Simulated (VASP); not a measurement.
# KF (Carobbiite) (Fm-3m) in VASP: a series of runs

KF (Carobbiite) is run at these levels: PBE; tasks: single point.

Program: VASP 6.6.1. These are calculated values, not measurements. Logs are shortened: lines on timing, memory, paths and dates and some standing lists are left out, and cuts for length are marked.

**1. The cell of the first run**

It takes space group Fm-3m (No. 225, cubic). The conventional cell has a = 5.525 Å, b = 5.525 Å, c = 5.525 Å, α = 90.00°, β = 90.00°, γ = 90.00°. K (site symmetry m-3m) has 6 F at 2.76 Å within 3.6 Å. F (site symmetry m-3m) has 6 K at 2.76 Å within 3.6 Å.

**2. Single point, PBE (volume changed by +6%)**

Input file INCAR:

```
PREC = Accurate
ENCUT = 520
EDIFF = 1E-6
ISMEAR = 0
SIGMA = 0.01
LREAL = False
LASPH = True
NELM = 80
ALGO = Normal
ISIF = 2
LWAVE = False
LCHARG = False
GGA = PE
NBANDS = 15
```

Input file KPOINTS:

```
Automatic mesh
0
Gamma
  6 6 6
```

Input file POSCAR:

```
KF
1.0
    0.0000000000      2.7625047558      2.7625047558
    2.7625047558      0.0000000000      2.7625047558
    2.7625047558      2.7625047558      0.0000000000
K F
1 1
Direct
    0.0000000000      0.0000000000      0.0000000000
    0.5000000000      0.5000000000      0.5000000000
```

Potentials or basis: VASP PAW PBE potentials, release 64 (K_sv, F).

Launch:

```
> cat potpaw_PBE.64/K_sv/POTCAR potpaw_PBE.64/F/POTCAR > POTCAR
> mpirun -np 1 vasp_std > vasp.out
```

OUTCAR:

```text
PREC = Accurate
   ENCUT = 520
   EDIFF = 1E-6
   ISMEAR = 0
   LREAL = False
   LASPH = True
   NELM = 80
   ISIF = 2
   GGA = PE

 ion  position               nearest neighbor table
   1  0.000  0.000  0.000-   2 2.76   2 2.76   2 2.76   2 2.76   2 2.76   2 2.76
   2  0.500  0.500  0.500-   1 2.76   1 2.76   1 2.76   1 2.76   1 2.76   1 2.76

  LATTYP: Found a face centered cubic cell.
 ALAT       =     5.5250095116

  Lattice vectors:

 A1 = (   0.0000000000,   2.7625047558,   2.7625047558)
 A2 = (   2.7625047558,   0.0000000000,   2.7625047558)
 A3 = (   2.7625047558,   2.7625047558,   0.0000000000)

Analysis of symmetry for initial positions (statically):
=====================================================================
 Subroutine PRICEL returns:
 Original cell was already a primitive cell.

 Routine SETGRP: Setting up the symmetry group for a
 face centered cubic supercell.

 Subroutine GETGRP returns: Found 48 space group operations
 (whereof 48 operations were pure point group operations)
 out of a pool of 48 trial point group operations.

The static configuration has the point symmetry O_h .

Analysis of symmetry for dynamics (positions and initial velocities):
=====================================================================
 Subroutine PRICEL returns:
 Original cell was already a primitive cell.

 Routine SETGRP: Setting up the symmetry group for a
 face centered cubic supercell.

 Subroutine GETGRP returns: Found 48 space group operations
 (whereof 48 operations were pure point group operations)
 out of a pool of 48 trial point group operations.

The dynamic configuration has the point symmetry O_h .

 Subroutine INISYM returns: Found 48 space group operations
 (whereof 48 operations are pure point group operations),
 and found     1 'primitive' translations

----------------------------------------------------------------------------------------

                                     Primitive cell

  volume of cell :      42.1637

  direct lattice vectors                    reciprocal lattice vectors
     0.000000000  2.762504756  2.762504756    -0.180995164  0.180995164  0.180995164
     2.762504756  0.000000000  2.762504756     0.180995164 -0.180995164  0.180995164
     2.762504756  2.762504756  0.000000000     0.180995164  0.180995164 -0.180995164

  length of vectors
     3.906771692  3.906771692  3.906771692     0.313492819  0.313492819  0.313492819

  position of ions in fractional coordinates (direct lattice)
     0.000000000  0.000000000  0.000000000
     0.500000000  0.500000000  0.500000000

  ion indices of the primitive-cell ions
   primitive index   ion index
                 1           1
                 2           2

----------------------------------------------------------------------------------------

 KPOINTS: Automatic mesh

Automatic generation of k-mesh.
 Grid dimensions read from file:
 generate k-points for:    6    6    6

 Generating k-lattice:

  Cartesian coordinates                     Fractional coordinates (reciprocal lattice)
    -0.030165861  0.030165861  0.030165861     0.166666667  0.000000000  0.000000000
     0.030165861 -0.030165861  0.030165861     0.000000000  0.166666667  0.000000000
     0.030165861  0.030165861 -0.030165861     0.000000000  0.000000000  0.166666667

  Length of vectors
     0.052248803  0.052248803  0.052248803

  Shift w.r.t. Gamma in fractional coordinates (k-lattice)
     0.000000000  0.000000000  0.000000000

 Subroutine IBZKPT returns following result:
 ===========================================

 Found     16 irreducible k-points:

 Following reciprocal coordinates:
            Coordinates               Weight
  0.000000  0.000000  0.000000      1.000000
  0.166667  0.000000  0.000000      8.000000
  0.333333  0.000000  0.000000      8.000000
  0.500000  0.000000  0.000000      4.000000
  0.166667  0.166667  0.000000      6.000000
  0.333333  0.166667  0.000000     24.000000
[... 8 lines left out ...]
 -0.333333  0.333333  0.166667     24.000000
 -0.333333  0.500000  0.166667     12.000000
   k-points           NKPTS =     16   k-points in BZ     NKDIM =     16   number of bands    NBANDS=     15
   number of dos      NEDOS =    301   number of ions     NIONS =      2
   total plane-waves  NPLWV =  27000
   dimension x,y,z NGX =    30 NGY =   30 NGZ =   30
   dimension x,y,z NGXF=    60 NGYF=   60 NGZF=   60
   ions per type =               1   1
   NGX,Y,Z   is equivalent  to a cutoff of  12.77, 12.77, 12.77 a.u.
   NGXF,Y,Z  is equivalent  to a cutoff of  25.53, 25.53, 25.53 a.u.
 SYSTEM =  unknown system
   PREC   = accura    normal or accurate (medium, high low for compatibility)
   ISTART =      0    job   : 0-new  1-cont  2-samecut
   ICHARG =      2    charge: 1-file 2-atom 10-const
   ISPIN  =      1    spin polarized calculation?
   LNONCOLLINEAR =      F non collinear calculations
   LSORBIT =      F    spin-orbit coupling
   LASPH  =      T    aspherical Exc in radial PAW
   ENCUT  =  520.0 eV  38.22 Ry    6.18 a.u.   7.26  7.26  7.26*2*pi/ulx,y,z
   NELM   =     80;   NELMIN=  2; NELMDL= -5     # of ELM steps
   EDIFF  = 0.1E-05   stopping-criterion for ELM
   LREAL  =      F    real-space projection
   EDIFFG = 0.1E-04   stopping-criterion for IOM
   NSW    =      0    number of steps for IOM
   IBRION =     -1    ionic relax: 0-MD 1-quasi-New 2-CG
   NFREE  =      0    steps in history (QN), initial steepest desc. (CG)
   ISIF   =      2    stress and relaxation
   ISYM   =      2    0-nonsym 1-usesym 2-fastsym
   POTIM  = 0.5000    time-step for ionic-motion
   TEBEG  =    0.0;   TEEND  =   0.0 temperature during run
   PSTRESS=    0.0 pullay stress
   NELECT =      16.0000    total number of electrons
   NUPDOWN=      -1.0000    fix difference up-down
   EMIN   =  10.00;   EMAX   =-10.00  energy-range for DOS
   EFERMI =   0.00;   METHOD = LEGACY
   ISMEAR =     0;   SIGMA  =   0.01  broadening in eV -4-tet -1-fermi 0-gaus
   EFERMI_NEDOS =   21; number of points for ismear=-14 and -15
   IALGO  =     38    algorithm
   IMIX   =      4    mixing-type and parameters
     AMIX     =   0.40;   BMIX     =  1.00
     AMIX_MAG =   1.60;   BMIX_MAG =  1.00
  volume/ion in A,a.u.               =      21.08       142.27
  Fermi-wavevector in a.u.,A,eV,Ry     =   1.185228  2.239756 19.112984  1.404765
  Thomas-Fermi vector in A             =   2.321426
   LORBIT       =      0    0 simple, 1 ext, 2 COOP (PROOUT), +10 PAW based schemes
   GGA     = PE    functional components
   LHFCALC =     F    Hartree Fock is set to
   AEXX    =    0.0000 exact exchange contribution
   IVDW    =     0    specifies the selected vdW correction
   LEPSILON=     F    determine dielectric tensor
   LRPA    =     F    only Hartree local field effects (RPA)
 non-spin polarized calculation
 Gauss-broadening in eV      SIGMA  =   0.01
  energy-cutoff  :      520.00
  volume of cell :       42.16
 maximum number of plane-waves:      1158
 NGX is ok and might be reduce to    30
   NGX = 15   NGY = 15   NGZ = 15

 number of electron      15.9999997 magnetization

 Free energy of the ion-electron system (eV)
  ---------------------------------------------------
  ext. energy  EPLUGINS =         0.00000000
  ---------------------------------------------------
  free energy    TOTEN  =        -8.29074682 eV

  energy without entropy =       -8.29074682  energy(sigma->0) =       -8.29074682

 E-fermi :  -2.9900     XC(G=0):  -7.9609

 val. band max:       -3.0474033768   @ k =   0.0000   0.0000   0.0000
 cond. band min:       2.6229858820   @ k =   0.0000   0.0000   0.0000
 fundamental gap:      5.6703892588
 Fermi energy:        -2.9899665116

 k-point     1 :       0.0000    0.0000    0.0000
  band No.  band energies     occupation
      1     -29.4792      2.00000
      2     -21.6513      2.00000
      3     -12.7907      2.00000
      4     -12.7907      2.00000
      5     -12.7907      2.00000
      6      -3.0474      2.00000
      7      -3.0474      2.00000
      8      -3.0474      2.00000
      9       2.6230      0.00000
     10       7.3423      0.00000
     11       7.3423      0.00000
     12       7.3423      0.00000
     13       8.8863      0.00000
     14       8.8863      0.00000
     15      13.2266      0.00000

 k-point     2 :       0.1667    0.0000    0.0000
  band No.  band energies     occupation
      1     -29.4646      2.00000
      2     -21.6632      2.00000
      3     -12.8465      2.00000
      4     -12.7985      2.00000
      5     -12.7985      2.00000
      6      -3.2489      2.00000
      7      -3.1175      2.00000
      8      -3.1175      2.00000
      9       3.3061      0.00000
     10       6.9614      0.00000
     11       7.6657      0.00000
     12       7.6657      0.00000
     13       9.0955      0.00000
     14       9.0955      0.00000
     15      14.3084      0.00000

 k-point     3 :       0.3333    0.0000    0.0000
  band No.  band energies     occupation
      1     -29.4353      2.00000
      2     -21.6868      2.00000
      3     -12.9566      2.00000
      4     -12.8139      2.00000
      5     -12.8139      2.00000
      6      -3.5875      2.00000
      7      -3.2540      2.00000
      8      -3.2540      2.00000
      9       4.8158      0.00000
     10       6.6206      0.00000
     11       8.2922      0.00000
     12       8.2922      0.00000
     13       9.8196      0.00000
     14       9.8196      0.00000
     15      13.5699      0.00000
[... 199 lines left out ...]
 k-point    15 :      -0.3333    0.3333    0.1667
  band No.  band energies     occupation
      1     -29.4091      2.00000
      2     -21.6747      2.00000
      3     -13.0500      2.00000
      4     -13.0089      2.00000
      5     -12.8581      2.00000
      6      -3.4632      2.00000
      7      -3.2591      2.00000
      8      -3.2538      2.00000
      9       6.1330      0.00000
     10       6.4333      0.00000
     11       7.8363      0.00000
     12       9.5618      0.00000
     13      10.0756      0.00000
     14      11.0033      0.00000
     15      11.5808      0.00000

 k-point    16 :      -0.3333    0.5000    0.1667
  band No.  band energies     occupation
      1     -29.4056      2.00000
      2     -21.6630      2.00000
      3     -13.1312      2.00000
      4     -13.0065      2.00000
      5     -12.8841      2.00000
      6      -3.3184      2.00000
      7      -3.2688      2.00000
      8      -3.1827      2.00000
      9       5.6746      0.00000
     10       7.0660      0.00000
     11       7.3292      0.00000
     12       9.8094      0.00000
     13      10.5694      0.00000
     14      11.0185      0.00000
     15      11.4300      0.00000

------------------------ aborting loop because EDIFF is reached ----------------------------------------

  FORCE on cell =-STRESS in cart. coord.  units (eV):
  Direction    XX          YY          ZZ          XY          YZ          ZX
  --------------------------------------------------------------------------------------
  -------------------------------------------------------------------------------------
  Total       -0.3852025     -0.3852025     -0.3852025     -0.0000000     -0.0000000      0.0000000
  in kB      -14.6372851    -14.6372851    -14.6372851     -0.0000000     -0.0000000      0.0000000
  external PRESSURE =     -14.6372851 kB  Pullay stress =       0.0000000 kB

 VOLUME and BASIS-vectors are now :
 -----------------------------------------------------------------------------
  energy-cutoff  :      520.00
  volume of cell :       42.16
      direct lattice vectors                 reciprocal lattice vectors
     0.000000000  2.762504756  2.762504756    -0.180995164  0.180995164  0.180995164
     2.762504756  0.000000000  2.762504756     0.180995164 -0.180995164  0.180995164
     2.762504756  2.762504756  0.000000000     0.180995164  0.180995164 -0.180995164

 POSITION                                       TOTAL-FORCE (eV/Angst)
 -----------------------------------------------------------------------------------
      0.00000      0.00000      0.00000        -0.000000     -0.000000     -0.000000
      2.76250      2.76250      2.76250         0.000000      0.000000      0.000000
 -----------------------------------------------------------------------------------
    total drift:                                0.000000      0.000000      0.000000

  FREE ENERGIE OF THE ION-ELECTRON SYSTEM (eV)
  ---------------------------------------------------
  free  energy   TOTEN  =        -8.2907468218 eV

  energy  without entropy=       -8.2907468218  energy(sigma->0) =       -8.29074682
```

Run time: 5.7 s. Hardware: 1 thread of AMD EPYC 9R45 (Zen 5), shared host; peak memory 0.13 GiB.

What came out:

| Property | Result |
| --- | --- |
| Free energy | -8.2907 eV |
| Pressure | -1.5 GPa |
| Band gap on the k mesh | 5.67 eV, direct |

(Part 1 of 2 ends here.)
